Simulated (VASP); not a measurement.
# Sr (Im-3m) in VASP: notebook

Runs on Sr. Level: PBEsol. Tasks: single point.

All numbers are computed with VASP 6.6.1; they aren't measurements. Logs are shortened: lines on timing, memory, paths and dates and some standing lists are left out, and cuts for length are marked.

## Step 1: The cell of the first run

Symmetry: Im-3m, No. 229, cubic system. Conventional cell: a = 4.771 Å, b = 4.771 Å, c = 4.771 Å, α = 90.00°, β = 90.00°, γ = 90.00°. Sr (site symmetry m-3m) has 14 Sr at 4.13 to 4.77 Å within 5.4 Å.

## Step 2: Single point, PBEsol

Contents of INCAR:

```
SYSTEM = Sr
PREC = Accurate ; ENCUT = 520
EDIFF = 1E-6 ; ISMEAR = -1
SIGMA = 0.05 ; LREAL = .False.
LASPH = .True. ; NELM = 60
ALGO = Normal ; ISIF = 2
LWAVE = .False. ; LCHARG = .True.
GGA = PS ; LELF = .True.
LVHAR = .True. ; NBANDS = 11
```

Contents of KPOINTS:

```
Automatic mesh
0
Gamma
  7 7 7
  0 0 0
```

Contents of POSCAR:

```
Sr
1.0
   -2.3852921747      2.3852921747      2.3852921747
    2.3852921747     -2.3852921747      2.3852921747
    2.3852921747      2.3852921747     -2.3852921747
Sr
1
Direct
    0.0000000000      0.0000000000      0.0000000000
```

Potentials or basis: VASP PAW PBE potentials, release 64 (Sr_sv).

Command:

```console
cat potpaw_PBE.64/Sr_sv/POTCAR > POTCAR
mpirun -np 1 vasp_std > vasp.out
```

OUTCAR:

```text
SYSTEM = Sr
   PREC = Accurate
   ENCUT = 520
   EDIFF = 1E-6
   ISMEAR = -1
   LREAL = .False.
   LASPH = .True.
   NELM = 60
   ISIF = 2
   GGA = PS

 ion  position               nearest neighbor table
   1  0.000  0.000  0.000-

  LATTYP: Found a body centered cubic cell.
 ALAT       =     4.7705843494

  Lattice vectors:

 A1 = (  -2.3852921747,   2.3852921747,   2.3852921747)
 A2 = (   2.3852921747,  -2.3852921747,   2.3852921747)
 A3 = (   2.3852921747,   2.3852921747,  -2.3852921747)

Analysis of symmetry for initial positions (statically):
=====================================================================
 Subroutine PRICEL returns:
 Original cell was already a primitive cell.

 Routine SETGRP: Setting up the symmetry group for a
 body centered cubic supercell.

 Subroutine GETGRP returns: Found 48 space group operations
 (whereof 48 operations were pure point group operations)
 out of a pool of 48 trial point group operations.

The static configuration has the point symmetry O_h .

Analysis of symmetry for dynamics (positions and initial velocities):
=====================================================================
 Subroutine PRICEL returns:
 Original cell was already a primitive cell.

 Routine SETGRP: Setting up the symmetry group for a
 body centered cubic supercell.

 Subroutine GETGRP returns: Found 48 space group operations
 (whereof 48 operations were pure point group operations)
 out of a pool of 48 trial point group operations.

The dynamic configuration has the point symmetry O_h .

 Subroutine INISYM returns: Found 48 space group operations
 (whereof 48 operations are pure point group operations),
 and found     1 'primitive' translations

----------------------------------------------------------------------------------------

                                     Primitive cell

  volume of cell :      54.2856

  direct lattice vectors                    reciprocal lattice vectors
    -2.385292175  2.385292175  2.385292175     0.000000000  0.209617927  0.209617927
     2.385292175 -2.385292175  2.385292175     0.209617927  0.000000000  0.209617927
     2.385292175  2.385292175 -2.385292175     0.209617927  0.209617927  0.000000000

  length of vectors
     4.131447237  4.131447237  4.131447237     0.296444515  0.296444515  0.296444515

  position of ions in fractional coordinates (direct lattice)
     0.000000000  0.000000000  0.000000000

  ion indices of the primitive-cell ions
   primitive index   ion index
                 1           1

----------------------------------------------------------------------------------------

 KPOINTS: Automatic mesh

Automatic generation of k-mesh.
 Grid dimensions read from file:
 generate k-points for:    7    7    7

 Generating k-lattice:

  Cartesian coordinates                     Fractional coordinates (reciprocal lattice)
     0.000000000  0.029945418  0.029945418     0.142857143  0.000000000  0.000000000
     0.029945418  0.000000000  0.029945418     0.000000000  0.142857143  0.000000000
     0.029945418  0.029945418  0.000000000     0.000000000  0.000000000  0.142857143

  Length of vectors
     0.042349216  0.042349216  0.042349216

  Shift w.r.t. Gamma in fractional coordinates (k-lattice)
     0.000000000  0.000000000  0.000000000

 Subroutine IBZKPT returns following result:
 ===========================================

 Found     20 irreducible k-points:

 Following reciprocal coordinates:
            Coordinates               Weight
  0.000000  0.000000  0.000000      1.000000
  0.142857  0.000000  0.000000     12.000000
  0.285714  0.000000  0.000000     12.000000
  0.428571  0.000000  0.000000     12.000000
  0.142857  0.142857  0.000000     24.000000
  0.285714  0.142857  0.000000     48.000000
[... 12 lines left out ...]
 -0.428571 -0.428571  0.285714      8.000000
 -0.428571  0.428571  0.428571      6.000000
   k-points           NKPTS =     20   k-points in BZ     NKDIM =     20   number of bands    NBANDS=     11
   number of dos      NEDOS =    301   number of ions     NIONS =      1
   total plane-waves  NPLWV =  32768
   dimension x,y,z NGX =    32 NGY =   32 NGZ =   32
   dimension x,y,z NGXF=    64 NGYF=   64 NGZF=   64
   ions per type =               1
   NGX,Y,Z   is equivalent  to a cutoff of  12.88, 12.88, 12.88 a.u.
   NGXF,Y,Z  is equivalent  to a cutoff of  25.75, 25.75, 25.75 a.u.
 SYSTEM =  Sr
   PREC   = accura    normal or accurate (medium, high low for compatibility)
   ISTART =      0    job   : 0-new  1-cont  2-samecut
   ICHARG =      2    charge: 1-file 2-atom 10-const
   ISPIN  =      1    spin polarized calculation?
   LNONCOLLINEAR =      F non collinear calculations
   LSORBIT =      F    spin-orbit coupling
   LASPH  =      T    aspherical Exc in radial PAW
   ENCUT  =  520.0 eV  38.22 Ry    6.18 a.u.   7.68  7.68  7.68*2*pi/ulx,y,z
   NELM   =     60;   NELMIN=  2; NELMDL= -5     # of ELM steps
   EDIFF  = 0.1E-05   stopping-criterion for ELM
   LREAL  =      F    real-space projection
   EDIFFG = 0.1E-04   stopping-criterion for IOM
   NSW    =      0    number of steps for IOM
   IBRION =     -1    ionic relax: 0-MD 1-quasi-New 2-CG
   NFREE  =      0    steps in history (QN), initial steepest desc. (CG)
   ISIF   =      2    stress and relaxation
   ISYM   =      2    0-nonsym 1-usesym 2-fastsym
   POTIM  = 0.5000    time-step for ionic-motion
   TEBEG  =    0.0;   TEEND  =   0.0 temperature during run
   PSTRESS=    0.0 pullay stress
   NELECT =      10.0000    total number of electrons
   NUPDOWN=      -1.0000    fix difference up-down
   EMIN   =  10.00;   EMAX   =-10.00  energy-range for DOS
   EFERMI =   0.00;   METHOD = LEGACY
   ISMEAR =    -1;   SIGMA  =   0.05  broadening in eV -4-tet -1-fermi 0-gaus
   EFERMI_NEDOS =   21; number of points for ismear=-14 and -15
   IALGO  =     38    algorithm
   IMIX   =      4    mixing-type and parameters
     AMIX     =   0.40;   BMIX     =  1.00
     AMIX_MAG =   1.60;   BMIX_MAG =  1.00
  volume/ion in A,a.u.               =      54.29       366.34
  Fermi-wavevector in a.u.,A,eV,Ry     =   0.931494  1.760268 11.805510  0.867680
  Thomas-Fermi vector in A             =   2.057993
   LORBIT       =      0    0 simple, 1 ext, 2 COOP (PROOUT), +10 PAW based schemes
   GGA     = PS    functional components
   LHFCALC =     F    Hartree Fock is set to
   AEXX    =    0.0000 exact exchange contribution
   IVDW    =     0    specifies the selected vdW correction
   LEPSILON=     F    determine dielectric tensor
   LRPA    =     F    only Hartree local field effects (RPA)
 non-spin polarized calculation
  energy-cutoff  :      520.00
  volume of cell :       54.29
 maximum number of plane-waves:      1481
   NGX = 15   NGY = 15   NGZ = 15

 number of electron      10.0000000 magnetization

 Free energy of the ion-electron system (eV)
  ---------------------------------------------------
  ext. energy  EPLUGINS =         0.00000000
  ---------------------------------------------------
  free energy    TOTEN  =        -1.83729563 eV

  energy without entropy =       -1.82797423  energy(sigma->0) =       -1.83263493

 E-fermi :   1.5494     XC(G=0):  -7.4699

 val. band max:        1.5401363454   @ k =  -0.4286  -0.4286   0.2857
 cond. band min:       1.6427051841   @ k =  -0.4286  -0.4286   0.1429
 fundamental gap:      0.1025688386
 Fermi energy:         1.5493947650

 k-point     1 :       0.0000    0.0000    0.0000
  band No.  band energies     occupation
      1     -34.9680      2.00000
      2     -16.8650      2.00000
      3     -16.8650      2.00000
      4     -16.8650      2.00000
      5      -2.1331      2.00000
      6       3.9157      0.00000
      7       3.9157      0.00000
      8       3.9157      0.00000
      9       5.2709      0.00000
     10       5.2709      0.00000
     11       9.6763      0.00000

 k-point     2 :       0.1429    0.0000    0.0000
  band No.  band energies     occupation
      1     -34.9649      2.00000
      2     -16.9058      2.00000
      3     -16.8783      2.00000
      4     -16.8650      2.00000
      5      -1.7856      2.00000
      6       3.6308      0.00000
      7       3.6410      0.00000
      8       4.2562      0.00000
      9       4.9766      0.00000
     10       5.2633      0.00000
     11       9.9388      0.00000

 k-point     3 :       0.2857    0.0000    0.0000
  band No.  band energies     occupation
      1     -34.9580      2.00000
      2     -16.9954      2.00000
      3     -16.9080      2.00000
      4     -16.8651      2.00000
      5      -0.8495      2.00000
      6       2.7526      0.00000
      7       3.1203      0.00000
      8       5.0736      0.00000
      9       5.2325      0.00000
     10       5.3792      0.00000
     11       9.0335      0.00000

 k-point     4 :       0.4286    0.0000    0.0000
  band No.  band energies     occupation
      1     -34.9524      2.00000
      2     -17.0653      2.00000
      3     -16.9316      2.00000
      4     -16.8651      2.00000
      5       0.2652      2.00000
      6       1.9610      0.00053
      7       2.7899      0.00000
      8       5.1216      0.00000
      9       5.6872      0.00000
     10       6.6138      0.00000
     11       7.7037      0.00000

 k-point     5 :       0.1429    0.1429    0.0000
  band No.  band energies     occupation
      1     -34.9599      2.00000
      2     -16.9671      2.00000
      3     -16.8942      2.00000
      4     -16.8745      2.00000
      5      -1.1371      2.00000
      6       3.0602      0.00000
      7       3.2200      0.00000
      8       4.7916      0.00000
      9       4.9150      0.00000
     10       5.5170      0.00000
     11       9.4116      0.00000
[... 155 lines left out ...]
 k-point    17 :      -0.2857    0.2857    0.2857
  band No.  band energies     occupation
      1     -34.9494      2.00000
      2     -16.9900      2.00000
      3     -16.9550      2.00000
      4     -16.9550      2.00000
      5       0.2372      2.00000
      6       2.4200      0.00000
      7       3.7959      0.00000
      8       3.7959      0.00000
      9       5.0519      0.00000
     10       5.3056      0.00000
     11       8.8507      0.00000

 k-point    18 :      -0.4286    0.4286    0.2857
  band No.  band energies     occupation
      1     -34.9446      2.00000
      2     -17.0313      2.00000
      3     -16.9807      2.00000
      4     -16.9590      2.00000
      5       1.1387      1.99946
      6       1.7905      0.01596
      7       3.6861      0.00000
      8       3.8708      0.00000
      9       5.1952      0.00000
     10       6.3355      0.00000
     11       7.7127      0.00000

 k-point    19 :      -0.4286   -0.4286    0.2857
  band No.  band energies     occupation
      1     -34.9423      2.00000
      2     -17.0184      2.00000
      3     -17.0184      2.00000
      4     -16.9655      2.00000
      5       1.5401      1.09232
      6       1.5401      1.09232
      7       3.2930      0.00000
      8       4.9936      0.00000
      9       4.9936      0.00000
     10       6.7552      0.00000
     11       7.2584      0.00000

 k-point    20 :      -0.4286    0.4286    0.4286
  band No.  band energies     occupation
      1     -34.9402      2.00000
      2     -17.0144      2.00000
      3     -17.0076      2.00000
      4     -17.0076      2.00000
      5       1.3660      1.95018
      6       1.5083      1.38913
      7       4.7605      0.00000
      8       4.7605      0.00000
      9       4.7650      0.00000
     10       6.4047      0.00000
     11       7.2528      0.00000

------------------------ aborting loop because EDIFF is reached ----------------------------------------

  FORCE on cell =-STRESS in cart. coord.  units (eV):
  Direction    XX          YY          ZZ          XY          YZ          ZX
  --------------------------------------------------------------------------------------
  -------------------------------------------------------------------------------------
  Total       -0.2387879     -0.2387879     -0.2387879     -0.0000000      0.0000000     -0.0000000
  in kB       -7.0475502     -7.0475502     -7.0475502     -0.0000000      0.0000000     -0.0000000
  external PRESSURE =      -7.0475502 kB  Pullay stress =       0.0000000 kB

 VOLUME and BASIS-vectors are now :
 -----------------------------------------------------------------------------
  energy-cutoff  :      520.00
  volume of cell :       54.29
      direct lattice vectors                 reciprocal lattice vectors
    -2.385292175  2.385292175  2.385292175     0.000000000  0.209617927  0.209617927
     2.385292175 -2.385292175  2.385292175     0.209617927  0.000000000  0.209617927
     2.385292175  2.385292175 -2.385292175     0.209617927  0.209617927  0.000000000

 POSITION                                       TOTAL-FORCE (eV/Angst)
 -----------------------------------------------------------------------------------
      0.00000      0.00000      0.00000         0.000000      0.000000     -0.000000
 -----------------------------------------------------------------------------------
    total drift:                                0.000000      0.000000     -0.000000

  FREE ENERGIE OF THE ION-ELECTRON SYSTEM (eV)
  ---------------------------------------------------
  free  energy   TOTEN  =        -1.8372956340 eV

  energy  without entropy=       -1.8279742284  energy(sigma->0) =       -1.83263493
```

Wall time 4.4 s (1 thread of Intel Xeon 6975P-C (Granite Rapids), shared host); peak memory 0.17 GiB.

Results:

```yaml
Free_energy: -1.8373 eV
Pressure: -0.7 GPa
Band_gap_on_the_k_mesh: zero (band 5 reaches 1.83 eV, above the bottom of band 6 at 1.51 eV)
```

Levels at points of the mesh, in eV from the Fermi level:
| k point | band 3 | band 4 | band 5 | band 6 | band 7 | band 8 |
| --- | --- | --- | --- | --- | --- | --- |
| (0.00, 0.00, 0.00) | -18.41 | -18.41 | -3.68 | 2.37 | 2.37 | 2.37 |

Caveat: the PAW data sets were made with another functional, which shifts forces and pressure a little.

## Step 3: Single point, PBEsol

This run uses another cell than the first one, of 55.44 Å³/atom, 1.021 times its volume.

Contents of INCAR:

```
PREC = Accurate
ENCUT = 520
EDIFF = 1E-7
ISMEAR = -1
SIGMA = 0.05
LREAL = F
LASPH = T
NELM = 100
ALGO = Normal
ISIF = 2
LWAVE = F
LCHARG = F
GGA = PS
NBANDS = 11
```

Contents of KPOINTS:

```
Automatic mesh
0
Gamma
  7 7 7
```

Contents of POSCAR:

```
Sr
1.0
   -2.4020905604      2.4020905604      2.4020905604
    2.4020905604     -2.4020905604      2.4020905604
    2.4020905604      2.4020905604     -2.4020905604
Sr
1
Direct
    0.0000000000      0.0000000000      0.0000000000
```

Potentials or basis: VASP PAW PBE potentials, release 64 (Sr_sv).

Command:

```console
cat potpaw_PBE.64/Sr_sv/POTCAR > POTCAR
mpirun -np 1 vasp_std > vasp.out
```

Run time: 4.5 s. Hardware: 1 thread of Intel Xeon 6975P-C (Granite Rapids), shared host; peak memory 0.17 GiB.

Results (log left out):

```yaml
Free_energy: -1.8315 eV
Pressure: -0.9 GPa
Band_gap_on_the_k_mesh: zero (band 5 reaches 1.75 eV, above the bottom of band 6 at 1.46 eV)
```

Levels at points of the mesh, in eV from the Fermi level:
```
           k point  band 3  band 4  band 5  band 6  band 7  band 8
(0.00, 0.00, 0.00)  -18.47  -18.47   -3.66    2.33    2.33    2.33
```

Caveat: the PAW data sets were made with another functional, which shifts forces and pressure a little.
